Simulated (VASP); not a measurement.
# Zn2SnGeP4 (P1) in VASP: notebook

Aim: see how the results for Zn2SnGeP4 move with the level of theory and the settings. Levels: PBEsol, PBEsol+D4. Tasks: single point.

All numbers are computed with VASP 6.6.1; they aren't measurements. Logs are shortened: lines on timing, memory, paths and dates and some standing lists are left out, and cuts for length are marked.

## Step 1: The cell of the first run

The typed cell holds 16 atoms: a = 5.547 Å, b = 5.547 Å, c = 11.063 Å, α = 90.00°, β = 90.00°, γ = 90.00°.

## Step 2: Single point, PBEsol

File INCAR:

```
SYSTEM = Zn2SnGeP4
PREC = Accurate
ENCUT = 520
EDIFF = 1E-6
ISMEAR = -1
SIGMA = 0.05
LREAL = Auto
LASPH = .True.
NELM = 100
ALGO = Normal
ISIF = 2
LWAVE = .False.
LCHARG = .True.
GGA = PS
LELF = .True.
LVHAR = .True.
ISYM = 0
NBANDS = 86
```

File KPOINTS:

```
Automatic mesh
0
Gamma
  1 1 1
  0.25 0.25 0.25
```

File POSCAR:

```
Zn2SnGeP4
1.0
    5.5467560000     -0.0000900000     -0.0000210000
   -0.0000900000      5.5467560000     -0.0000210000
   -0.0000420000     -0.0000420000     11.0634360000
Zn Ge Sn P
4 2 2 8
Direct
    0.0031530000      0.9929920000      0.0050280000
    0.9940010000      0.4898580000      0.2441260000
    0.4989420000      0.0009390000      0.7492490000
    0.4836490000      0.5046930000      0.4986310000
    0.9909290000      0.9951580000      0.4989030000
    0.5098460000      0.4906730000      0.9972710000
    0.4991430000      0.9969700000      0.2523580000
    0.0005670000      0.4912460000      0.7505480000
    0.2436080000      0.2470620000      0.1283950000
    0.2632440000      0.2521970000      0.6254350000
    0.7621080000      0.7453000000      0.1174020000
    0.7429730000      0.2674620000      0.3803610000
    0.2501190000      0.7347640000      0.3798460000
    0.2534260000      0.7723750000      0.8796250000
    0.7269650000      0.7449880000      0.6262220000
    0.7557110000      0.2473270000      0.8790350000
```

Potentials or basis: VASP PAW PBE potentials, release 64 (Zn, Ge_d, Sn_d, P).

Launch:

```sh
$ cat potpaw_PBE.64/Zn/POTCAR potpaw_PBE.64/Ge_d/POTCAR potpaw_PBE.64/Sn_d/POTCAR potpaw_PBE.64/P/POTCAR > POTCAR
$ mpirun -np 1 vasp_std > vasp.out
```

OUTCAR:

```text
SYSTEM = Zn2SnGeP4
   PREC = Accurate
   ENCUT = 520
   EDIFF = 1E-6
   ISMEAR = -1
   LREAL = Auto
   LASPH = .True.
   NELM = 100
   ISIF = 2
   GGA = PS
   ISYM = 0

 ion  position               nearest neighbor table
   1  0.003  0.993  0.005-  11 2.28  14 2.31   9 2.37  16 2.41
   2  0.994  0.490  0.244-   9 2.32  11 2.37  12 2.39  13 2.47
   3  0.499  0.001  0.749-  15 2.34  10 2.35  14 2.35  16 2.44
   4  0.484  0.505  0.499-  13 2.24  10 2.33  12 2.35  15 2.36
   5  0.991  0.995  0.499-  13 2.43  12 2.43  15 2.46  10 2.50
   6  0.510  0.491  0.997-  16 2.32  11 2.39   9 2.47  14 2.48
[... 8 lines left out ...]
  15  0.727  0.745  0.626-   3 2.34   4 2.36   5 2.46   8 2.49
  16  0.756  0.247  0.879-   6 2.32   8 2.39   1 2.41   3 2.44

IMPORTANT INFORMATION: All symmetrisations will be switched off!
NOSYMM: (Re-)initialisation of all symmetry stuff for point group C_1.

----------------------------------------------------------------------------------------

                                     Primitive cell

  volume of cell :     340.3832

  direct lattice vectors                    reciprocal lattice vectors
     5.546756000 -0.000090000 -0.000021000     0.180285558  0.000002925  0.000000684
    -0.000090000  5.546756000 -0.000021000     0.000002925  0.180285558  0.000000684
    -0.000042000 -0.000042000 11.063436000     0.000000342  0.000000342  0.090387832

  length of vectors
     5.546756001  5.546756001 11.063436000     0.180285558  0.180285558  0.090387833

  position of ions in fractional coordinates (direct lattice)
     0.003153000  0.992992000  0.005028000
     0.994001000  0.489858000  0.244126000
     0.498942000  0.000939000  0.749249000
     0.483649000  0.504693000  0.498631000
     0.990929000  0.995158000  0.498903000
     0.509846000  0.490673000  0.997271000
[... 8 lines left out ...]
     0.726965000  0.744988000  0.626222000
     0.755711000  0.247327000  0.879035000

  ion indices of the primitive-cell ions
   primitive index   ion index
                 1           1
                 2           2
                 3           3
                 4           4
                 5           5
                 6           6
[... 8 lines left out ...]
                15          15
                16          16

----------------------------------------------------------------------------------------

 KPOINTS: Automatic mesh

Automatic generation of k-mesh.
 Grid dimensions read from file:
 generate k-points for:    1    1    1

 Generating k-lattice:

  Cartesian coordinates                     Fractional coordinates (reciprocal lattice)
     0.180285558  0.000002925  0.000000684     1.000000000 -0.000000000  0.000000000
     0.000002925  0.180285558  0.000000684    -0.000000000  1.000000000  0.000000000
     0.000000342  0.000000342  0.090387832     0.000000000  0.000000000  1.000000000

  Length of vectors
     0.180285558  0.180285558  0.090387833

  Shift w.r.t. Gamma in fractional coordinates (k-lattice)
     0.250000000  0.250000000  0.250000000

 Subroutine IBZKPT returns following result:
 ===========================================

 Found      2 irreducible k-points:

 Following reciprocal coordinates:
            Coordinates               Weight
  0.250000  0.250000  0.250000      2.000000
 -0.250000 -0.250000  0.250000      2.000000
   k-points           NKPTS =      2   k-points in BZ     NKDIM =      2   number of bands    NBANDS=     86
   number of dos      NEDOS =    301   number of ions     NIONS =     16
   total plane-waves  NPLWV = 148176
   dimension x,y,z NGX =    42 NGY =   42 NGZ =   84
   dimension x,y,z NGXF=    84 NGYF=   84 NGZF=  168
   ions per type =               4   2   2   8
   NGX,Y,Z   is equivalent  to a cutoff of  12.59, 12.59, 12.62 a.u.
   NGXF,Y,Z  is equivalent  to a cutoff of  25.18, 25.18, 25.24 a.u.
 SYSTEM =  Zn2SnGeP4
   PREC   = accura    normal or accurate (medium, high low for compatibility)
   ISTART =      0    job   : 0-new  1-cont  2-samecut
   ICHARG =      2    charge: 1-file 2-atom 10-const
   ISPIN  =      1    spin polarized calculation?
   LNONCOLLINEAR =      F non collinear calculations
   LSORBIT =      F    spin-orbit coupling
   LASPH  =      T    aspherical Exc in radial PAW
   ENCUT  =  520.0 eV  38.22 Ry    6.18 a.u.  10.31 10.31 20.57*2*pi/ulx,y,z
   NELM   =    100;   NELMIN=  2; NELMDL= -5     # of ELM steps
   EDIFF  = 0.1E-05   stopping-criterion for ELM
   LREAL  =      T    real-space projection
   EDIFFG = 0.1E-04   stopping-criterion for IOM
   NSW    =      0    number of steps for IOM
   IBRION =     -1    ionic relax: 0-MD 1-quasi-New 2-CG
   NFREE  =      0    steps in history (QN), initial steepest desc. (CG)
   ISIF   =      2    stress and relaxation
   ISYM   =      0    0-nonsym 1-usesym 2-fastsym
   POTIM  = 0.5000    time-step for ionic-motion
   TEBEG  =    0.0;   TEEND  =   0.0 temperature during run
   PSTRESS=    0.0 pullay stress
   NELECT =     144.0000    total number of electrons
   NUPDOWN=      -1.0000    fix difference up-down
   EMIN   =  10.00;   EMAX   =-10.00  energy-range for DOS
   EFERMI =   0.00;   METHOD = LEGACY
   ISMEAR =    -1;   SIGMA  =   0.05  broadening in eV -4-tet -1-fermi 0-gaus
   EFERMI_NEDOS =   21; number of points for ismear=-14 and -15
   IALGO  =     38    algorithm
   IMIX   =      4    mixing-type and parameters
     AMIX     =   0.40;   BMIX     =  1.00
     AMIX_MAG =   1.60;   BMIX_MAG =  1.00
  volume/ion in A,a.u.               =      21.27       143.56
  Fermi-wavevector in a.u.,A,eV,Ry     =   1.228965  2.322408 20.549636  1.510356
  Thomas-Fermi vector in A             =   2.363871
   LORBIT       =      0    0 simple, 1 ext, 2 COOP (PROOUT), +10 PAW based schemes
   GGA     = PS    functional components
   LHFCALC =     F    Hartree Fock is set to
   AEXX    =    0.0000 exact exchange contribution
   IVDW    =     0    specifies the selected vdW correction
   LEPSILON=     F    determine dielectric tensor
   LRPA    =     F    only Hartree local field effects (RPA)
 non-spin polarized calculation
  energy-cutoff  :      520.00
  volume of cell :      340.38
 maximum number of plane-waves:      9155
 NGX is ok and might be reduce to    42
   NGX = 21   NGY = 21   NGZ = 41

 number of electron     144.0000003 magnetization

 Free energy of the ion-electron system (eV)
  ---------------------------------------------------
  ext. energy  EPLUGINS =         0.00000000
  ---------------------------------------------------
  free energy    TOTEN  =       -72.66974336 eV

  energy without entropy =      -72.66974296  energy(sigma->0) =      -72.66974316

 E-fermi :   4.8671     XC(G=0):  -9.8732

 val. band max:        4.0852995257   @ k =   0.2500   0.2500   0.2500
 cond. band min:       5.6653803066   @ k =  -0.2500  -0.2500   0.2500
 fundamental gap:      1.5800807809
 Fermi energy:         4.8671019498

 k-point     1 :       0.2500    0.2500    0.2500
  band No.  band energies     occupation
      1     -20.4020      2.00000
      2     -20.3900      2.00000
      3     -20.3817      2.00000
      4     -20.3714      2.00000
      5     -20.3691      2.00000
      6     -20.3551      2.00000
[... 76 lines left out ...]
     83       8.2149      0.00000
     84       8.4253      0.00000

 k-point     2 :      -0.2500   -0.2500    0.2500
  band No.  band energies     occupation
      1     -20.4020      2.00000
      2     -20.3900      2.00000
      3     -20.3817      2.00000
      4     -20.3714      2.00000
      5     -20.3691      2.00000
      6     -20.3551      2.00000
[... 76 lines left out ...]
     83       8.2388      0.00000
     84       8.4842      0.00000
 [bands above 84 left out]

------------------------ aborting loop because EDIFF is reached ----------------------------------------

  FORCE on cell =-STRESS in cart. coord.  units (eV):
  Direction    XX          YY          ZZ          XY          YZ          ZX
  --------------------------------------------------------------------------------------
  -------------------------------------------------------------------------------------
  Total        0.3803559      0.3058254     -1.8549143    -12.5968127     -0.9480991     -1.6687684
  in kB        1.7903280      1.4395142     -8.7310463    -59.2929560     -4.4626842     -7.8548607
  external PRESSURE =      -1.8337347 kB  Pullay stress =       0.0000000 kB

 VOLUME and BASIS-vectors are now :
 -----------------------------------------------------------------------------
  energy-cutoff  :      520.00
  volume of cell :      340.38
      direct lattice vectors                 reciprocal lattice vectors
     5.546756000 -0.000090000 -0.000021000     0.180285558  0.000002925  0.000000684
    -0.000090000  5.546756000 -0.000021000     0.000002925  0.180285558  0.000000684
    -0.000042000 -0.000042000 11.063436000     0.000000342  0.000000342  0.090387832

 POSITION                                       TOTAL-FORCE (eV/Angst)
 -----------------------------------------------------------------------------------
      0.01740      5.50788      0.05561         0.060625      0.495032      0.056855
      5.51343      2.71702      2.70084         0.052847      0.327527      0.698856
      2.76748      0.00513      8.28926         0.149051      0.137812      0.519850
      2.68262      2.79934      5.51655         0.497292     -0.255372      0.692450
      5.49633      5.51979      5.51954         0.120962      0.126814      0.640408
      2.82791      2.72156     11.03322        -0.820993      0.733955      0.475077
[... 8 lines left out ...]
      4.03220      4.13217      6.92814         0.442271      0.482476     -0.951127
      4.19169      1.37176      9.72513        -1.094860     -1.130522      0.395549
 -----------------------------------------------------------------------------------
    total drift:                               -0.005567     -0.020879     -0.001216

  FREE ENERGIE OF THE ION-ELECTRON SYSTEM (eV)
  ---------------------------------------------------
  free  energy   TOTEN  =       -72.6697433646 eV

  energy  without entropy=      -72.6697429559  energy(sigma->0) =      -72.66974316
```

Run time: 1.7 min. Hardware: 1 thread of AMD EPYC 7R13 (Zen 3), shared host; peak memory 0.35 GiB.

Results:

```yaml
Free_energy: -72.6697 eV
Pressure: -0.2 GPa
Largest_force: 1.935 eV/Å
Band_gap_on_the_k_mesh: 1.58 eV
```

Forces in eV/Å, atoms in the order of the input:
```
Zn   0.061  0.495  0.057
Zn   0.053  0.328  0.699
Zn   0.149  0.138  0.520
Zn   0.497 -0.255  0.692
Ge   0.121  0.127  0.640
Ge  -0.821  0.734  0.475
Sn   0.527 -0.381  0.290
Sn   0.244  1.313  0.316
P   -0.094  0.692 -1.437
P   -0.104 -1.028 -1.160
P   -0.298 -0.567  0.026
P    1.212 -0.309 -0.034
P   -1.859  0.346 -0.411
P    0.966 -0.985 -0.118
P    0.442  0.482 -0.951
P   -1.095 -1.131  0.396
```

Caveat: the k points lie up to 1.13 Å⁻¹ apart; the PAW data sets were made with another functional, which shifts forces and pressure a little; spin-orbit coupling is left out, which moves the levels of the heavy elements. A k mesh can miss the band edges.

## Step 3: Single point, PBEsol+D4

File INCAR:

```
ALGO = Normal
EDIFF = 1E-7
ENCUT = 520
GGA = PS
ISIF = 2
ISMEAR = -1
ISYM = 0
IVDW = 13
LASPH = T
LCHARG = T
LELF = T
LREAL = Auto
LVHAR = T
LWAVE = F
NBANDS = 86
NELM = 80
PREC = Accurate
SIGMA = 0.05
```

KPOINTS is that of step 2.

POSCAR is that of step 2.

Potentials or basis: VASP PAW PBE potentials, release 64 (Zn, Ge_d, Sn_d, P).

Launch:

```sh
$ cat potpaw_PBE.64/Zn/POTCAR potpaw_PBE.64/Ge_d/POTCAR potpaw_PBE.64/Sn_d/POTCAR potpaw_PBE.64/P/POTCAR > POTCAR
$ mpirun -np 1 vasp_std > vasp.out
```

Run time: 2 min. Hardware: 1 thread of AMD EPYC 7R13 (Zen 3), shared host; peak memory 0.35 GiB.

Results (log left out):

```yaml
Free_energy: -75.8637 eV
Pressure: -1.6 GPa
Largest_force: 1.934 eV/Å
Band_gap_on_the_k_mesh: 1.58 eV
Dispersion_energy_per_atom: -0.200 eV
```

Forces in eV/Å, atoms in the order of the input:
```
Zn   0.061  0.494  0.057
Zn   0.053  0.327  0.699
Zn   0.149  0.138  0.520
Zn   0.497 -0.255  0.692
Ge   0.120  0.126  0.639
Ge  -0.819  0.734  0.475
Sn   0.527 -0.381  0.289
Sn   0.244  1.313  0.316
P   -0.097  0.691 -1.436
P   -0.103 -1.026 -1.158
P   -0.296 -0.566  0.027
P    1.211 -0.308 -0.035
P   -1.858  0.345 -0.412
P    0.964 -0.982 -0.119
P    0.441  0.482 -0.950
P   -1.095 -1.132  0.395
```

Stress tensor (GPa, compression positive):
```
-1.22 -5.93 -0.78
-5.93 -1.26 -0.45
-0.78 -0.45 -2.27
```

Levels at points of the mesh, in eV from the valence-band top:
```tsv
k point	band 69	band 70	band 71	band 72	band 73	band 74	band 75	band 76
(0.25, 0.25, 0.25)	-0.70	-0.62	-0.45	0.00	1.59	1.71	2.27	2.33
```

Caveat: the k points lie up to 1.13 Å⁻¹ apart; the PAW data sets were made with another functional, which shifts forces and pressure a little; spin-orbit coupling is left out, which moves the levels of the heavy elements. A k mesh can miss the band edges.

## Step 4: Single point, PBEsol

File INCAR:

```
  PREC = Accurate
  ENCUT = 520
  EDIFF = 1E-7
  ISMEAR = 0
  SIGMA = 0.01
  LREAL = Auto
  LASPH = T
  NELM = 60
  ALGO = Normal
  ISIF = 2
  LWAVE = F
  LCHARG = F
  GGA = PS
  ISYM = 0
  NBANDS = 86
```

KPOINTS is that of step 3.

POSCAR is that of step 3.

Launch:

```sh
$ cat potpaw_PBE.64/Zn/POTCAR potpaw_PBE.64/Ge_d/POTCAR potpaw_PBE.64/Sn_d/POTCAR potpaw_PBE.64/P/POTCAR > POTCAR
$ mpirun -np 1 vasp_std > vasp.out
```

Run time: 2 min. Hardware: 1 thread of AMD EPYC 7R13 (Zen 3), shared host; peak memory 0.35 GiB.

It converged, with:

```yaml
Free_energy: -72.6697 eV
Pressure: -0.2 GPa
Largest_force: 1.935 eV/Å
Band_gap_on_the_k_mesh: 1.58 eV
```

Forces on the atoms (eV/Å):
```
Zn   0.061  0.495  0.057
Zn   0.053  0.328  0.699
Zn   0.149  0.138  0.520
Zn   0.497 -0.255  0.692
Ge   0.121  0.127  0.640
Ge  -0.821  0.734  0.475
Sn   0.527 -0.381  0.290
Sn   0.244  1.314  0.316
P   -0.094  0.692 -1.437
P   -0.104 -1.028 -1.160
P   -0.298 -0.567  0.026
P    1.211 -0.309 -0.034
P   -1.859  0.346 -0.411
P    0.965 -0.984 -0.118
P    0.442  0.482 -0.951
P   -1.095 -1.131  0.396
```

Stress tensor (GPa, compression positive):
```
 0.18 -5.93 -0.79
-5.93  0.14 -0.45
-0.79 -0.45 -0.88
```

Levels at points of the mesh, in eV from the valence-band top:
| k point | band 69 | band 70 | band 71 | band 72 | band 73 | band 74 | band 75 | band 76 |
| --- | --- | --- | --- | --- | --- | --- | --- | --- |
| (0.25, 0.25, 0.25) | -0.70 | -0.62 | -0.45 | 0.00 | 1.59 | 1.71 | 2.27 | 2.33 |

Caveat: the k points lie up to 1.13 Å⁻¹ apart; the PAW data sets were made with another functional, which shifts forces and pressure a little; spin-orbit coupling is left out, which moves the levels of the heavy elements. A k mesh can miss the band edges.

## Step 5: The runs side by side

| level | smearing | gap on the mesh (eV) | pressure (GPa) | largest force (eV/Å) |
| --- | --- | --- | --- | --- |
| PBEsol | fermi-dirac 0.05 eV | 1.58 | -0.2 | 1.93 |
| PBEsol+D4 | fermi-dirac 0.05 eV | 1.58 | -1.6 | 1.93 |
| PBEsol | gaussian 0.01 eV | 1.58 | -0.2 | 1.93 |

Alike in all rows: task single point; potentials or basis VASP PAW PBE potentials, release 64 (Zn, Ge_d, Sn_d, P); no spin polarisation; cell as given; k mesh 1 × 1 × 1, shifted; cutoff (eV) 520.

Caveats: all runs use coarse meshes; the PAW data sets were made with another functional, which shifts forces and pressure a little; spin-orbit coupling is left out, which moves the levels of the heavy elements.

Total energies depend on the potentials used, so only differences within one code and one set of settings carry meaning.
